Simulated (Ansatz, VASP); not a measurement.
**Two plane-wave programs on MoH3**

```
CELL_PARAMETERS angstrom
2.90486 0.00000 0.00000
0.00000 2.90486 0.00000
0.00000 0.00000 2.90486
ATOMIC_POSITIONS crystal
H 0.50000 0.50000 0.00000
H 0.50000 0.00000 0.50000
H 0.00000 0.50000 0.50000
Mo 0.00000 0.00000 0.00000
```

Change from the starting cell: species swapped into the VPt3 type (Pm-3m, No. 221).

Alike in both runs: functional PBE; k mesh 4 × 4 × 4; occupations gaussian, width 0.15 eV; no spin polarisation.

Ansatz relaxed the structure, and its values are those at the end. VASP's run is a single point on that final structure, the one shown.

```csv
,VASP,Ansatz
version,VASP 6.6.1,Ansatz 0.2.0
potentials or method,"VASP PAW PBE potentials, release 64 (H, Mo_sv), cutoff 500 eV","scalar-relativistic, plane waves, PAW"
valence electrons in the cell,17,17
```

|  | VASP | Ansatz | Ansatz less VASP |
| --- | --- | --- | --- |
| gap on the k mesh at the Fermi level (eV) | none | none | - |
| pressure (GPa) | 0.5 | 0.5 | -0.02 |

A gap of «none» marks a metal or a gap that the smearing closes.

The k mesh is coarse, so the values compare programs but aren't converged.
